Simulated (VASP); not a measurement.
Input of a VASP 6.6.1 run:

The input INCAR:

```
ALGO     = Normal         # electronic algorithm
EDIFF    = 1E-6           # SCF threshold, eV
ENCUT    = 500            # plane-wave cutoff, eV
GGA      = PS             # functional
GGA_COMPAT= F            
ISIF     = 2              # what is computed and relaxed
ISMEAR   = -1             # smearing method
LASPH    = T              # aspherical terms in the spheres
LCHARG   = F              # write CHGCAR
LREAL    = F              # projectors in reciprocal space
LWAVE    = F              # write WAVECAR
NBANDS   = 11             # bands
NELM     = 120            # most SCF steps
PREC     = Accurate       # precision mode
SIGMA    = 0.05           # smearing width, eV
```

KPOINTS

```
k-points
0
Gamma
  10 10 10
```

Contents of POSCAR:

```
BP
1.0
    0.0000000000      2.2600864163      2.2600864163
    2.2600864163      0.0000000000      2.2600864163
    2.2600864163      2.2600864163      0.0000000000
P B
1 1
Direct
    0.7500000000      0.7500000000      0.7500000000
    0.0000000000      0.0000000000      0.0000000000
```

Potentials or basis: VASP PAW PBE potentials, release 64 (P, B).

The run is started by

```console
$ cat potpaw_PBE.64/P/POTCAR potpaw_PBE.64/B/POTCAR > POTCAR
$ mpirun -np 1 vasp_std > vasp.out
```

Task: Predict the band gap on the k mesh.

Result: 1.12 eV, indirect (least direct gap 3.37 eV).

Task: What does it give for the pressure?

Result: 0.1 GPa.

Caveat: the PAW data sets were made with another functional, which shifts forces and pressure a little. A k mesh can miss the band edges.
